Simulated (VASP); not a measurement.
K: relaxation of cell and atoms with PBEsol

K:

```
K
1.0
     5.22000    0.00000    0.00000
     0.00000    5.22000    0.00000
     0.00000    0.00000    5.22000
K
2
Direct
  0.00000 0.00000 0.00000
  0.50000 0.50000 0.50000
```

```json
{
 "Program": "VASP 6.6.1",
 "Task": "relaxation of cell and atoms",
 "Functional": "PBEsol",
 "Potentials or basis": "VASP PAW PBE potentials, release 64 (K_sv)",
 "Cutoff": "600 eV",
 "k mesh": "9 × 9 × 9",
 "Occupations": "fermi-dirac, width 0.05 eV",
 "Spin": "no spin polarisation",
 "Dipole correction": "no",
 "Further INCAR settings": "ALGO = Normal; EDIFF = 1e-06; IBRION = 2; EDIFFG = -0.02; NSW = 60; ISIF = 3"
}
```

```
Pressure after relaxing : 0.0 GPa
Band gap on the k mesh  : zero (bands 9 and 10 overlap by 1.38 eV)
```

Final structure:
```
K
1.0
     5.22000    0.00000    0.00000
     0.00000    5.22000    0.00000
     0.00000    0.00000    5.22000
K
2
Direct
  0.00000 0.00000 0.00000
  0.50000 0.50000 0.50000
```

Levels at points of the mesh, in eV from the Fermi level:
| k point | band 7 | band 8 | band 9 | band 10 | band 11 | band 12 |
| --- | --- | --- | --- | --- | --- | --- |
| (0.00, 0.00, 0.00) | -15.47 | -15.47 | -2.20 | 1.66 | 1.66 | 3.56 |

Wall time 2.3 min on 1 thread of Intel Xeon 8259CL, with other jobs on the host, peak memory 0.27 GiB.

Caveat: the relaxation stopped at its first step, so nothing moved; the PAW data sets were made with another functional, which shifts forces and pressure a little.
